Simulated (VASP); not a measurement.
Set up this calculation in VASP 6.6.1, as the native input.

```
Task                   : single point
Functional             : r2SCAN
Potentials or basis    : VASP PAW PBE potentials, release 64 (Ag, I)
Cutoff                 : 550 eV
k mesh                 : 4 × 4 × 4
Occupations            : gaussian, width 0.01 eV
Spin                   : no spin polarisation
Dipole correction      : no
Further INCAR settings : ALGO = Normal; EDIFF = 1e-06; NBANDS = 16
```

Crystal: AgI.

```
Ag I
1.0
     0.00000    3.28857    3.28857
     3.28857    0.00000    3.28857
     3.28857    3.28857    0.00000
Ag I
1 1
Direct
  0.00000 0.00000 0.00000
  0.25000 0.25000 0.25000
```

The input as run:

POSCAR

```
AgI
1.0
    0.0000000000      3.2885749494      3.2885749494
    3.2885749494      0.0000000000      3.2885749494
    3.2885749494      3.2885749494      0.0000000000
Ag I
1 1
Direct
    0.0000000000      0.0000000000      0.0000000000
    0.2500000000      0.2500000000      0.2500000000
```

INCAR.step1

```
PREC = Accurate
ENCUT = 550
ISMEAR = 0
SIGMA = 0.01
LREAL = False
LASPH = True
NELM = 120
NBANDS = 16
GGA = PE
ALGO = Normal
EDIFF = 1E-5
LWAVE = True
LCHARG = False
GGA_COMPAT = False
```

INCAR.step2

```
PREC = Accurate
ENCUT = 550
EDIFF = 1E-6
ISMEAR = 0
SIGMA = 0.01
LREAL = False
LASPH = True
NELM = 120
ALGO = Normal
ISIF = 2
LWAVE = False
LCHARG = False
METAGGA = R2SCAN
LMIXTAU = True
NBANDS = 16
ISTART = 1
GGA_COMPAT = False
```

KPOINTS

```
regular mesh
0
Gamma
  4 4 4
```

Potentials or basis: VASP PAW PBE potentials, release 64 (Ag, I).

Run with:

```bash
$ cat potpaw_PBE.64/Ag/POTCAR potpaw_PBE.64/I/POTCAR > POTCAR
$ cp INCAR.step1 INCAR
$ mpirun -np 1 vasp_std > vasp.out
$ cp INCAR.step2 INCAR
$ mpirun -np 1 vasp_std > vasp.out
```

It gave:

```yaml
Pressure: 0.0 GPa
Band_gap_on_the_k_mesh: 1.79 eV, direct
```

Caveat: the PAW data sets were made with another functional, which shifts forces and pressure a little; spin-orbit coupling is left out, which moves the levels of the heavy elements.

Run time: 2 min on 1 thread of Intel Xeon 8259CL (shared host), peak memory 0.22 GiB.
